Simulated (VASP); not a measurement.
Write the native input for VASP 6.6.1 that does the following.

- Task: relaxation of cell and atoms
- Functional: PBEsol
- Potentials or basis: VASP PAW PBE potentials, release 64 (Sn_d, Se)
- Cutoff: 600 eV
- k mesh: 6 × 6 × 6
- Occupations: fermi-dirac, width 0.05 eV
- Spin: no spin polarisation
- Target pressure: 2 GPa
- Dipole correction: no
- Further INCAR settings: ALGO = Normal; EDIFF = 1e-06; IBRION = 2; EDIFFG = -0.01; NSW = 60; ISIF = 3

The structure of Sn3Se lies in POSCAR:

```
Sn3Se
1.0
    0.0000000000      3.7331380000      3.7331380000
    3.7331380000      0.0000000000      3.7331380000
    3.7331380000      3.7331380000      0.0000000000
Sn Se
3 1
Direct
    0.5000000000      0.5000000000      0.5000000000
    0.7500000000      0.7500000000      0.7500000000
    0.2500000000      0.2500000000      0.2500000000
    0.0000000000      0.0000000000      0.0000000000
```

One way to write it, as run:

INCAR

```
SYSTEM = Sn3Se
ALGO = Normal
EDIFF = 1E-6
EDIFFG = -0.01
ENCUT = 600
GGA = PS
IBRION = 2
ISIF = 3
ISMEAR = -1
LASPH = .True.
LCHARG = .False.
LREAL = .False.
LWAVE = .False.
NELM = 100
NSW = 60
PREC = Accurate
PSTRESS = 20.0
SIGMA = 0.05
```

KPOINTS

```
k-points
0
Gamma
  6 6 6
  0 0 0
```

Potentials or basis: VASP PAW PBE potentials, release 64 (Sn_d, Se).

The run is started by

```bash
$ cat potpaw_PBE.64/Sn_d/POTCAR potpaw_PBE.64/Se/POTCAR > POTCAR
$ mpirun -np 1 vasp_std > vasp.out
```

It gave:

```
Relaxed volume                                         : 23.68 Å³/atom
Relaxed cell                                           : a = 5.117 Å, b = 5.117 Å, c = 5.117 Å, α = 60.00°, β = 60.00°, γ = 60.00°
Space group after relaxing (to 0.05 Å)                 : Fm-3m (No. 225)
Energy change on relaxing (the enthalpy is what falls) : -11.9 meV/atom
Ionic steps                                            : 3
Pressure after relaxing                                : 2.0 GPa
```

Caveat: the cell is relaxed towards a set pressure, so the enthalpy falls and the energy may rise; the PAW data sets were made with another functional, which shifts forces and pressure a little.

Run time: 89 s on 1 thread of Intel(R) Xeon(R) 6975P-C (Granite Rapids), on a shared host, peak memory 0.29 GiB.
